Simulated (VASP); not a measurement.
Crystal: Se.

```
CELL_PARAMETERS angstrom
4.29266 0.00000 0.00000
-2.14633 3.71755 0.00000
0.00000 0.00000 5.04085
ATOMIC_POSITIONS crystal
Se 0.22847 0.00000 0.33333
Se 0.00000 0.22847 0.66667
Se 0.77153 0.77153 0.00000
```

Base run:

| Property | Result |
| --- | --- |
| Program | VASP 6.6.1 |
| Functional | PBE |
| Potentials or basis | VASP PAW PBE potentials, release 64 (Se) |
| Cutoff | 520 eV |
| k mesh | 12 × 12 × 6 |
| Occupations | gaussian, width 0.01 eV |
| Spin | no spin polarisation |

Its results: band gap on the k mesh 0.82 eV (least direct gap 0.97 eV); pressure 2.4 GPa; largest force 0.333 eV/Å.

Question: The run is repeated on the same cell with these changes: functional from PBE to r2SCAN; further incar settings from ALGO = Normal; EDIFF = 1e-07; NBANDS = 16 to ALGO = Normal; EDIFF = 1e-06; NBANDS = 16. What comes out?

Answer: Band gap on the k mesh 1.05 eV (least direct gap 1.23 eV); pressure 0.8 GPa; largest force 0.039 eV/Å.

Caveats: the PAW data sets were made with another functional, which shifts forces and pressure a little (at least some runs).

A k mesh can miss the band edges.
